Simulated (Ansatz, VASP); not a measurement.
**KCl: VASP beside Ansatz**

INCAR

```
PREC = Accurate
ENCUT = 520
EDIFF = 1E-8
ISMEAR = -1
SIGMA = 0.03
LREAL = F
LASPH = T
NELM = 80
ALGO = Normal
ISIF = 2
LWAVE = F
LCHARG = F
GGA = PS
LEFG = T
NBANDS = 15
```

File KPOINTS:

```
Automatic mesh
0
Gamma
  7 7 7
```

Contents of POSCAR:

```
KCl
1.0
    0.0000000000      3.1770019336      3.1770019336
    3.1770019336      0.0000000000      3.1770019336
    3.1770019336      3.1770019336      0.0000000000
K Cl
1 1
Direct
    0.0000000000      0.0000000000      0.0000000000
    0.5000000000      0.5000000000      0.5000000000
```

Input for Ansatz:

```yaml
crystal:
  lattice:
    - [0.0, 3.1770019336, 3.1770019336]
    - [3.1770019336, 0.0, 3.1770019336]
    - [3.1770019336, 3.1770019336, 0.0]
  atoms:
    - { symbol: K, position: [0.0, 0.0, 0.0] }
    - { symbol: Cl, position: [0.5, 0.5, 0.5] }
kpoints:
  mp_grid: { grid: [7, 7, 7] }
scf:
  occupations: { method: fermi_dirac, width: 0.03 }
hamiltonian:
  xc: pbesol
  pseudopotentials: { kind: paw }
output:
  forces: true
  stress: true
  eigenvalues: true
  efg: { contact_densities: true }
```

Change from the starting cell: volume scaled by 1.02, PAW files.

Alike in both runs: task electric field gradients; functional PBEsol; k mesh 7 × 7 × 7; occupations fermi-dirac, width 0.03 eV; no spin polarisation.

```csv
,VASP,Ansatz
version,VASP 6.6.1,Ansatz 0.2.0
potentials or method,"VASP PAW PBE potentials, release 64 (K_sv, Cl)","PAW with Ansatz's default frozen-core files, scalar-relativistic"
plane-wave cutoff (eV),520,420
valence electrons in the cell,16,16
```

|  | VASP | Ansatz | Ansatz less VASP |
| --- | --- | --- | --- |
| gap on the k mesh at the Fermi level (eV) | 4.93 | 4.94 | +0.003 |
| pressure (GPa) | -0.8 | -0.8 | -0.03 |

VASP's potentials were made for PBE, not for PBEsol. With one functional, cell and mesh, what is left measures potentials, basis and numerics.
